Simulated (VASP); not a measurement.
Input of a VASP 6.6.1 run:

INCAR

```
PREC     = Accurate       # precision mode
ENCUT    = 520            # plane-wave cutoff, eV
EDIFF    = 1E-7           # SCF threshold, eV
ISMEAR   = -1             # smearing method
SIGMA    = 0.05           # smearing width, eV
LREAL    = False          # projectors in reciprocal space
LASPH    = True           # aspherical terms in the spheres
NELM     = 60             # most SCF steps
ALGO     = Normal         # electronic algorithm
ISIF     = 2              # what is computed and relaxed
LWAVE    = False          # write WAVECAR
LCHARG   = False          # write CHGCAR
GGA      = PS             # functional
NBANDS   = 22             # bands
```

KPOINTS

```
regular mesh
0
Gamma
  6 6 6
```

Contents of POSCAR:

```
InSb3
1.0
    0.0000000000      3.7945550000      3.7945550000
    3.7945550000      0.0000000000      3.7945550000
    3.7945550000      3.7945550000      0.0000000000
Sb In
3 1
Direct
    0.5054790000      0.5113180000      0.4848070000
    0.7513440000      0.7508040000      0.7319410000
    0.2428190000      0.2631560000      0.2466500000
   -0.0085640000     -0.0051780000      0.0091680000
```

Potentials or basis: VASP PAW PBE potentials, release 64 (Sb, In_d).

Run with:

```sh
$ cat potpaw_PBE.64/Sb/POTCAR potpaw_PBE.64/In_d/POTCAR > POTCAR
$ mpirun -np 1 vasp_std > vasp.out
```

Task: Estimate the pressure.

Result: -3.0 GPa.

Task: Predict the largest force.

Result: 0.188 eV/Å.

Forces in eV/Å, atoms in the order of the input:
```
Sb   0.023  0.030 -0.085
Sb   0.099  0.056 -0.025
Sb  -0.073  0.002 -0.049
In  -0.050 -0.088  0.158
```

Caveat: the cell differs from its parent crystal (atoms moved at random); the PAW data sets were made with another functional, which shifts forces and pressure a little.
